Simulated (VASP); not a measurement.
Set up this calculation in VASP 6.6.1, as the native input.

- Task: electric field gradients
- Functional: PBE
- Potentials or basis: VASP PAW PBE potentials, release 64 (As)
- Cutoff: 520 eV
- k mesh: 10 × 10 × 10
- Occupations: fermi-dirac, width 0.05 eV
- Spin: collinear spin, zero start
- Starting moments: [0.0, 0.0] μB
- Dipole correction: no
- Further INCAR settings: ALGO = Normal; EDIFF = 1e-08; NBANDS = 16

The structure of As lies in POSCAR:

```
As
1.0
    1.8797494575      1.0852738553      3.4857700000
   -1.8797494575      1.0852738553      3.4857700000
    0.0000000000     -2.1705477106      3.4857700000
As
2
Direct
    0.2275400000      0.2275400000      0.2275400000
    0.7724600000      0.7724600000      0.7724600000
```

The input as run:

INCAR

```
SYSTEM = As
PREC = Accurate ; ENCUT = 520
EDIFF = 1E-8 ; ISMEAR = -1
SIGMA = 0.05 ; LREAL = .FALSE.
LASPH = .TRUE. ; NELM = 150
ALGO = Normal ; ISIF = 2
LWAVE = .FALSE. ; LCHARG = .FALSE.
ISPIN = 2 ; MAGMOM = 0 0
LORBIT = 11 ; GGA = PE
LEFG = .TRUE. ; NBANDS = 16
```

KPOINTS

```
Automatic mesh
0
G
  10 10 10
  0 0 0
```

Potentials or basis: VASP PAW PBE potentials, release 64 (As).

The run is started by

```sh
$ cat potpaw_PBE.64/As/POTCAR > POTCAR
$ mpirun -np 1 vasp_std > vasp.out
```

It gave:

```
Pressure                                              : 3.8 GPa
Largest force                                         : 0.285 eV/Å
Band gap on the k mesh                                : zero (filled and empty bands overlap)
Net moment                                            : 0.00 μB per cell
Valence electrons inside the program's atomic spheres : As 2.71
```

Caveat: without QUAD_EFG the Cq values of the log hold for a quadrupole moment of 1 mb, not for the nuclei.

Wall time 100 s on 1 thread of Intel Xeon 6975P-C, on a shared host, peak memory 0.27 GiB.
